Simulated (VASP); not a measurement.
# In7GaP8 (a cell with a defect) in VASP: further runs

The runs below take In7GaP8 (a cell with a defect) through single point, with PBE.

All numbers are computed with VASP 6.6.1; they aren't measurements. Logs are shortened: lines on timing, memory, paths and dates and some standing lists are left out, and cuts for length are marked.

## (1) The cell of the first run

The cell holds a defect, 16 atoms: a = 8.428 Å, b = 8.428 Å, c = 8.428 Å, α = 60.00°, β = 60.00°, γ = 60.00°.

## (2) Single point, PBE

INCAR reads:

```
  ALGO = Normal
  EDIFF = 1E-6
  ENCUT = 520
  GGA = PE
  ISIF = 2
  ISMEAR = 0
  LASPH = True
  LCHARG = True
  LELF = True
  LREAL = Auto
  LVHAR = True
  LWAVE = False
  NBANDS = 86
  NELM = 60
  PREC = Accurate
  SIGMA = 0.02
```

KPOINTS reads:

```
k-points
0
Gamma
  1 1 1
```

POSCAR reads:

```
In7GaP8
1.0
    0.0000000000      5.9597880289     -5.9597880289
    5.9597880289      5.9597880289      0.0000000000
    5.9597880289      0.0000000000     -5.9597880289
Ga In P
1 7 8
Direct
    0.5000000000      0.5000000000      0.0000000000
    0.5000727627     -0.0000727627      0.0000727627
    0.9999272373      0.5000727627      0.0000727627
    0.9999272373     -0.0000727627      0.0000727627
    0.5000727627      0.5000727627      0.4999272373
    0.5000727627     -0.0000727627      0.4999272373
    0.9999272373      0.5000727627      0.4999272373
    1.0000000000      0.0000000000      0.5000000000
    0.3813270777      0.3813270777      0.3560187669
    0.3740330620      0.8753223127      0.3753223127
    0.8753223127      0.3740330620      0.3753223127
    0.8753223127      0.8753223127      0.3753223127
    0.3813270777      0.3813270777      0.8813270777
    0.3813270777      0.8560187669      0.8813270777
    0.8560187669      0.3813270777      0.8813270777
    0.8753223127      0.8753223127      0.8740330620
```

Potentials or basis: VASP PAW PBE potentials, release 64 (Ga_d, In_d, P).

Launch:

```console
> cat potpaw_PBE.64/Ga_d/POTCAR potpaw_PBE.64/In_d/POTCAR potpaw_PBE.64/P/POTCAR > POTCAR
> mpirun -np 1 vasp_gam > vasp.out
```

OUTCAR:

```text
EDIFF = 1E-6
   ENCUT = 520
   GGA = PE
   ISIF = 2
   ISMEAR = 0
   LASPH = True
   LREAL = Auto
   NELM = 60
   PREC = Accurate

 ion  position               nearest neighbor table
   1  0.500  0.500  0.000-   9 2.45  13 2.45  14 2.45  15 2.45
   2  0.500  1.000  0.000-  10 2.58  16 2.58  14 2.63  13 2.63
   3  1.000  0.500  0.000-  11 2.58  16 2.58  15 2.63  13 2.63
   4  1.000  1.000  0.000-  16 2.58  12 2.58  15 2.63  14 2.63
   5  0.500  0.500  0.500-  10 2.58  11 2.58   9 2.63  13 2.63
   6  0.500  1.000  0.500-  10 2.58  12 2.58   9 2.63  14 2.63
[... 8 lines left out ...]
  15  0.856  0.381  0.881-   1 2.45   3 2.63   4 2.63   7 2.63
  16  0.875  0.875  0.874-   8 2.57   4 2.58   2 2.58   3 2.58

  LATTYP: Found a face centered cubic cell.
 ALAT       =    11.9195760578

  Lattice vectors:

 A1 = (   0.0000000000,   5.9597880289,  -5.9597880289)
 A2 = (   5.9597880289,   5.9597880289,   0.0000000000)
 A3 = (   5.9597880289,   0.0000000000,  -5.9597880289)

Analysis of symmetry for initial positions (statically):
=====================================================================
 Subroutine PRICEL returns:
 Original cell was already a primitive cell.

 Routine SETGRP: Setting up the symmetry group for a
 face centered cubic supercell.

 Subroutine GETGRP returns: Found 24 space group operations
 (whereof  4 operations were pure point group operations)
 out of a pool of 48 trial point group operations.

The static configuration has the point symmetry C_2v.
 The point group associated with its full space group is T_d .

Analysis of symmetry for dynamics (positions and initial velocities):
=====================================================================
 Subroutine PRICEL returns:
 Original cell was already a primitive cell.

 Routine SETGRP: Setting up the symmetry group for a
 face centered cubic supercell.

 Subroutine GETGRP returns: Found 24 space group operations
 (whereof  4 operations were pure point group operations)
 out of a pool of 48 trial point group operations.

The dynamic configuration has the point symmetry C_2v.
 The point group associated with its full space group is T_d .

 Subroutine INISYM returns: Found 24 space group operations
 (whereof  4 operations are pure point group operations),
 and found     1 'primitive' translations

----------------------------------------------------------------------------------------

                                     Primitive cell

[... 100 lines left out ...]
   ISIF   =      2    stress and relaxation
   ISYM   =      2    0-nonsym 1-usesym 2-fastsym
   POTIM  = 0.5000    time-step for ionic-motion
   TEBEG  =    0.0;   TEEND  =   0.0 temperature during run
   PSTRESS=    0.0 pullay stress
   NELECT =     144.0000    total number of electrons
   NUPDOWN=      -1.0000    fix difference up-down
   EMIN   =  10.00;   EMAX   =-10.00  energy-range for DOS
   EFERMI =   0.00;   METHOD = LEGACY
   ISMEAR =     0;   SIGMA  =   0.02  broadening in eV -4-tet -1-fermi 0-gaus
   EFERMI_NEDOS =   21; number of points for ismear=-14 and -15
   IALGO  =     38    algorithm
   IMIX   =      4    mixing-type and parameters
     AMIX     =   0.40;   BMIX     =  1.00
     AMIX_MAG =   1.60;   BMIX_MAG =  1.00
  volume/ion in A,a.u.               =      26.46       178.57
  Fermi-wavevector in a.u.,A,eV,Ry     =   1.142760  2.159502 17.767839  1.305899
  Thomas-Fermi vector in A             =   2.279457
   LORBIT       =      0    0 simple, 1 ext, 2 COOP (PROOUT), +10 PAW based schemes
   GGA     = PE    functional components
   LHFCALC =     F    Hartree Fock is set to
   AEXX    =    0.0000 exact exchange contribution
   IVDW    =     0    specifies the selected vdW correction
   LEPSILON=     F    determine dielectric tensor
   LRPA    =     F    only Hartree local field effects (RPA)
 non-spin polarized calculation
 Gauss-broadening in eV      SIGMA  =   0.02
  energy-cutoff  :      520.00
  volume of cell :      423.37
 maximum number of plane-waves:      5764
 NGX is ok and might be reduce to    64
   NGX = 31   NGY = 31   NGZ = 31

 number of electron     144.0000043 magnetization

 Free energy of the ion-electron system (eV)
  ---------------------------------------------------
  ext. energy  EPLUGINS =         0.00000000
  ---------------------------------------------------
  free energy    TOTEN  =       -53.59481684 eV

  energy without entropy =      -53.59481684  energy(sigma->0) =      -53.59481684

 E-fermi :   4.8210     XC(G=0):  -8.8351

 val. band max:        4.7284693580   @ k =   0.0000   0.0000   0.0000
 cond. band min:       4.9120830326   @ k =   0.0000   0.0000   0.0000
 fundamental gap:      0.1836136746
 Fermi energy:         4.8210055303

 k-point     1 :       0.0000    0.0000    0.0000
  band No.  band energies     occupation
      1     -10.1066      2.00000
      2     -10.1066      2.00000
      3     -10.1066      2.00000
      4     -10.0453      2.00000
      5     -10.0453      2.00000
      6      -9.9004      2.00000
[... 76 lines left out ...]
     83       6.9108      0.00000
     84       8.5260      0.00000
 [bands above 84 left out]

------------------------ aborting loop because EDIFF is reached ----------------------------------------

  FORCE on cell =-STRESS in cart. coord.  units (eV):
  Direction    XX          YY          ZZ          XY          YZ          ZX
  --------------------------------------------------------------------------------------
  -------------------------------------------------------------------------------------
  Total        4.5055379      4.5055379      4.5055379      0.0000000     -0.0000000      0.0000000
  in kB       17.0504086     17.0504086     17.0504086      0.0000000     -0.0000000      0.0000000
  external PRESSURE =      17.0504086 kB  Pullay stress =       0.0000000 kB

 VOLUME and BASIS-vectors are now :
 -----------------------------------------------------------------------------
  energy-cutoff  :      520.00
  volume of cell :      423.37
      direct lattice vectors                 reciprocal lattice vectors
     0.000000000  5.959788029 -5.959788029    -0.083895601  0.083895601 -0.083895601
     5.959788029  5.959788029  0.000000000     0.083895601  0.083895601  0.083895601
     5.959788029  0.000000000 -5.959788029     0.083895601 -0.083895601 -0.083895601

 POSITION                                       TOTAL-FORCE (eV/Angst)
 -----------------------------------------------------------------------------------
      2.97989      5.95979     -2.97989         0.000000     -0.000000     -0.000000
      5.95979      8.93968     -2.98076         0.000000     -0.000000     -0.022412
      2.98076      8.93968     -5.95979         0.022412     -0.000000     -0.000000
      5.95979     11.91871     -5.95979         0.000000     -0.022412     -0.000000
      5.95979      5.96066     -5.95979         0.000000      0.022412     -0.000000
      8.93881      8.93968     -5.95979        -0.022412     -0.000000     -0.000000
[... 8 lines left out ...]
      7.52515      7.37432    -10.35421         0.002397     -0.002397      0.002397
     10.42579     10.43347    -10.42579        -0.000804      0.000804      0.000804
 -----------------------------------------------------------------------------------
    total drift:                               -0.000002     -0.000002      0.000002

  FREE ENERGIE OF THE ION-ELECTRON SYSTEM (eV)
  ---------------------------------------------------
  free  energy   TOTEN  =       -53.5948168412 eV

  energy  without entropy=      -53.5948168412  energy(sigma->0) =      -53.59481684
```

OSZICAR:

```text
N       E                     dE             d eps       ncg     rms          rms(c)
DAV:   1     0.205251642862E+04    0.20525E+04   -0.62415E+04   180   0.249E+03
DAV:   2     0.418248863366E+03   -0.16343E+04   -0.15871E+04   172   0.710E+02
DAV:   3    -0.706787213854E+01   -0.42532E+03   -0.39303E+03   202   0.283E+02
DAV:   4    -0.569020492823E+02   -0.49834E+02   -0.46544E+02   216   0.939E+01
DAV:   5    -0.591979003093E+02   -0.22959E+01   -0.22776E+01   218   0.199E+01    0.171E+01
DAV:   6    -0.537482258046E+02    0.54497E+01   -0.13301E+01   232   0.217E+01    0.934E+00
DAV:   7    -0.535182037875E+02    0.23002E+00   -0.49339E+00   244   0.632E+00    0.439E+00
DAV:   8    -0.535670703193E+02   -0.48867E-01   -0.59280E-01   232   0.475E+00    0.191E+00
DAV:   9    -0.535832823518E+02   -0.16212E-01   -0.10138E-01   210   0.240E+00    0.761E-01
DAV:  10    -0.535923417069E+02   -0.90594E-02   -0.20657E-02   232   0.924E-01    0.274E-01
DAV:  11    -0.535947155170E+02   -0.23738E-02   -0.48311E-03   226   0.313E-01    0.187E-01
DAV:  12    -0.535947906862E+02   -0.75169E-04   -0.40455E-04   272   0.126E-01    0.938E-02
DAV:  13    -0.535948167990E+02   -0.26113E-04   -0.23147E-04   218   0.552E-02    0.326E-02
DAV:  14    -0.535948162957E+02    0.50331E-06   -0.34465E-05   264   0.313E-02    0.311E-02
DAV:  15    -0.535948168412E+02   -0.54550E-06   -0.35464E-06   162   0.934E-03
   1 F= -.53594817E+02 E0= -.53594817E+02  d E =-.281993E-10
```

It took 47 s on 1 thread of Intel Xeon 6975P-C (Granite Rapids), shared host; peak memory 0.53 GiB.

What came out:

```
Free energy            : -53.5948 eV
Pressure               : 1.7 GPa
Largest force          : 0.022 eV/Å
Band gap on the k mesh : 0.18 eV
```

Forces in eV/Å, atoms in the order of the input:
```
Ga   0.000  0.000  0.000
In   0.000  0.000 -0.022
In   0.022  0.000  0.000
In   0.000 -0.022  0.000
In   0.000  0.022  0.000
In  -0.022  0.000  0.000
In   0.000  0.000  0.022
In   0.000  0.000  0.000
P   -0.002  0.002  0.002
P    0.001 -0.001  0.001
P   -0.001 -0.001 -0.001
P    0.001  0.001 -0.001
P    0.002  0.002 -0.002
P   -0.002 -0.002 -0.002
P    0.002 -0.002  0.002
P   -0.001  0.001  0.001
```

Levels at points of the mesh, in eV from the valence-band top:
| k point | band 69 | band 70 | band 71 | band 72 | band 73 | band 74 | band 75 | band 76 |
| --- | --- | --- | --- | --- | --- | --- | --- | --- |
| (0.00, 0.00, 0.00) | -0.81 | 0.00 | 0.00 | 0.00 | 0.18 | 1.04 | 1.18 | 1.18 |

Caveat: the k points lie up to 0.91 Å⁻¹ apart; spin-orbit coupling is left out, which moves the levels of the heavy elements.

## (3) Single point, PBE, collinear spin

INCAR reads:

```
SYSTEM = In7GaP8
PREC     = Accurate       ! precision mode
ENCUT    = 520            ! plane-wave cutoff, eV
EDIFF    = 1E-6           ! SCF threshold, eV
ISMEAR   = 0              ! smearing method
SIGMA    = 0.02           ! smearing width, eV
LREAL    = Auto         
LASPH    = .TRUE.         ! aspherical terms in the spheres
NELM     = 150            ! most SCF steps
ALGO     = Normal         ! electronic algorithm
ISIF     = 2              ! what is computed and relaxed
LWAVE    = .FALSE.        ! write WAVECAR
LCHARG   = .TRUE.         ! write CHGCAR
ISPIN    = 2              ! spin polarisation
MAGMOM   = 0.2 0 0 0 0 0 0 0 0.2 0 0 0 0.2 0.2 0.2 0 ! initial moments
LORBIT   = 11             ! projections on sites
GGA      = PE             ! functional
LELF     = .TRUE.         ! ELF
LVHAR    = .TRUE.       
NBANDS   = 90             ! bands
NELECT   = 143.0
```

KPOINTS reads:

```
regular mesh
0
G
  1 1 1
  0 0 0
```

POSCAR is that of step 2.

Potentials or basis: VASP PAW PBE potentials, release 64 (Ga_d, In_d, P).

Launch:

```console
> cat potpaw_PBE.64/Ga_d/POTCAR potpaw_PBE.64/In_d/POTCAR potpaw_PBE.64/P/POTCAR > POTCAR
> mpirun -np 1 vasp_gam > vasp.out
```

Run time: 99 s. Hardware: 1 thread of Intel Xeon 6975P-C (Granite Rapids), shared host; peak memory 0.74 GiB.

The run converged. Its results:

```
Free energy                                           : -58.3325 eV
Largest force                                         : 0.027 eV/Å
Net moment                                            : 1.00 μB per cell
Site moments                                          : Ga +0.00; In +0.01; P +0.06 μB
Valence electrons inside the program's atomic spheres : Ga 11.51; In 11.35, 11.38; P 2.51, 2.53
```

Forces on the atoms (eV/Å):
```
Ga   0.000  0.000  0.000
In   0.000  0.000  0.005
In  -0.005  0.000  0.000
In   0.000  0.005  0.000
In   0.000 -0.005  0.000
In   0.005  0.000  0.000
In   0.000  0.000 -0.005
In   0.000  0.000  0.000
P    0.016 -0.016 -0.016
P   -0.002  0.002 -0.002
P    0.002  0.002  0.002
P   -0.002 -0.002  0.002
P   -0.016 -0.016  0.016
P    0.016  0.016  0.016
P   -0.016  0.016 -0.016
P    0.002 -0.002 -0.002
```

Levels at points of the mesh, in eV from the Fermi level:
Spin up:
| k point | band 68 | band 69 | band 70 | band 71 | band 72 | band 73 | band 74 | band 75 | band 76 | band 77 |
| --- | --- | --- | --- | --- | --- | --- | --- | --- | --- | --- |
| (0.00, 0.00, 0.00) | -0.89 | -0.89 | -0.11 | -0.11 | -0.11 | 0.16 | 1.03 | 1.17 | 1.17 | 1.17 |
Spin down:
| k point | band 69 | band 70 | band 71 | band 72 | band 73 | band 74 | band 75 | band 76 |
| --- | --- | --- | --- | --- | --- | --- | --- | --- |
| (0.00, 0.00, 0.00) | -0.81 | -0.01 | -0.01 | -0.01 | 0.20 | 1.07 | 1.21 | 1.21 |

Caveat: the k points lie up to 0.91 Å⁻¹ apart; the cell carries a net charge on a neutralising background, which shifts energy and pressure; the cell is charged against a uniform background, so pressure and absolute levels hang on convention; spin-orbit coupling is left out, which moves the levels of the heavy elements.
